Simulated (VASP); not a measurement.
The system is Hf2O.

```
Hf O
1.0
     3.18086    0.00000    0.00000
    -1.59043    2.75471    0.00000
     0.00000    0.00000   11.04454
Hf O
4 2
Direct
  0.66667 0.33333 0.89973
  0.33333 0.66667 0.39973
  0.66667 0.33333 0.60027
  0.33333 0.66667 0.10027
  0.00000 0.00000 0.75000
  0.00000 0.00000 0.25000
```

* Program: VASP 6.6.1
* Task: relaxation of cell and atoms
* Functional: r2SCAN
* Potentials or basis: VASP PAW PBE potentials, release 64 (Hf_pv, O)
* Cutoff: 600 eV
* k mesh: 6 × 6 × 2
* Occupations: gaussian, width 0.1 eV
* Spin: no spin polarisation

At the start: pressure -5.5 GPa; volume 16.13 Å³/atom.

Where does the relaxation end?

Over 7 steps the energy falls by 108.2 meV/atom and the volume is 15.34 Å³/atom (-4.9 %); space group P6_3/mmc (No. 194, to 0.1 Å) before and after.

The path:
```
step  energy change (eV)  largest force (eV/Å)  pressure (GPa)  volume (Å³)
   1              0.0000                2.6584           -5.54        96.78
   2             -0.5823                0.4954            6.14        89.16
   3             -0.6302                0.3507            2.37        90.89
   4             -0.6315                0.2867            2.79        90.68
   5             -0.6315                0.2471            3.03        90.57
   6             -0.6231                0.2997           -3.52        93.80
   7             -0.6492                0.0205           -0.08        92.02
```

Final structure:
```cif
data_structure
_symmetry_space_group_name_H-M 'P 1'
_symmetry_Int_Tables_number 1
_cell_length_a 3.1383
_cell_length_b 3.1383
_cell_length_c 10.7877
_cell_angle_alpha 90.000
_cell_angle_beta 90.000
_cell_angle_gamma 120.000
_cell_volume 92.02
loop_
_atom_site_label
_atom_site_type_symbol
_atom_site_fract_x
_atom_site_fract_y
_atom_site_fract_z
_atom_site_occupancy
Hf1 Hf 0.66667 0.33333 0.88960 1
Hf2 Hf 0.33333 0.66667 0.38960 1
Hf3 Hf 0.66667 0.33333 0.61040 1
Hf4 Hf 0.33333 0.66667 0.11040 1
O1 O 0.00000 0.00000 0.75000 1
O2 O 0.00000 0.00000 0.25000 1
```

Caveat: the k points lie up to 0.39 Å⁻¹ apart in the final cell, too coarse for converged energies and pressures of a metal; the PAW data sets were made with another functional, which shifts forces and pressure a little; the relaxation stopped at a loose force limit of 0.05 eV/Å, so its end isn't a converged minimum.
